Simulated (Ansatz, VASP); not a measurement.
Two plane-wave programs on BN

The input POSCAR:

```
BN
1.0
    2.5439499996      0.0000000000      0.0000000000
   -1.2719749998      2.2031253256      0.0000000000
    0.0000000000      0.0000000000      4.2078153415
B N
2 2
Direct
    0.3333333333      0.6666666667      0.0002034650
    0.6666666667      0.3333333333      0.5002034650
    0.3333333333      0.6666666667      0.3747965350
    0.6666666667      0.3333333333      0.8747965350
```

File INCAR.step1:

```
SYSTEM = BN
PREC = Accurate
ENCUT = 520
ISMEAR = 0
SIGMA = 0.01
LREAL = .False.
LASPH = .True.
NELM = 60
NBANDS = 16
GGA = PE
ALGO = Normal
EDIFF = 1E-4
LWAVE = .True.
LCHARG = .False.
```

Contents of INCAR.step2:

```
SYSTEM = BN
PREC = Accurate
ENCUT = 520
EDIFF = 1E-7
ISMEAR = 0
SIGMA = 0.01
LREAL = .False.
LASPH = .True.
NELM = 60
ALGO = Normal
ISIF = 2
LWAVE = .False.
LCHARG = .False.
METAGGA = R2SCAN
LMIXTAU = .True.
NBANDS = 16
ISTART = 1
```

Contents of KPOINTS:

```
Automatic mesh
0
Gamma
  12 12 6
  0 0 0
```

Input for Ansatz:

```yaml
crystal:
  lattice:
    - [2.5439499996, 0.0, 0.0]
    - [-1.2719749998, 2.2031253256, 0.0]
    - [0.0, 0.0, 4.2078153415]
  atoms:
    - { symbol: B, position: [0.3333333333, 0.6666666667, 0.000203465] }
    - { symbol: B, position: [0.6666666667, 0.3333333333, 0.500203465] }
    - { symbol: "N", position: [0.3333333333, 0.6666666667, 0.374796535] }
    - { symbol: "N", position: [0.6666666667, 0.3333333333, 0.874796535] }
kpoints:
  mp_grid: { grid: [12, 12, 6] }
  band_path:
    path:
      - [0.0, 0.0, 0.0]
      - [0.5, 0.0, 0.0]
      - [0.3333333333, 0.3333333333, 0.0]
      - [0.0, 0.0, 0.5]
      - [0.5, 0.0, 0.5]
      - [0.3333333333, 0.3333333333, 0.5]
      - [0.1, 0.0, 0.0]
    npoints: 1
hamiltonian:
  xc: r2scan
scf:
  occupations: { method: fixed }
  n_extra_bands: 5
output:
  forces: true
  stress: true
  eigenvalues: true
```

Alike in both runs: task single point; functional r2SCAN; k mesh 12 × 12 × 6; no spin polarisation.

|  | VASP | Ansatz |
| --- | --- | --- |
| version | VASP 6.6.1 | Ansatz 0.2.0 |
| potentials or method | VASP PAW PBE potentials, release 64 (B, N) | plane waves, PAW |
| plane-wave cutoff (eV) | 520 | 500 |
| occupations | gaussian, width 0.01 eV | fixed |
| valence electrons in the cell | 16 | 16 |

VASP gave:

- gap on the k mesh at the Fermi level (eV): 5.72
- pressure (GPa): 1.1

Question: What did Ansatz give for the same quantities?

Answer: gap on the k mesh at the Fermi level (eV): 5.75; pressure (GPa): 0.0.

VASP's potentials were made for PBE, not for r2SCAN.
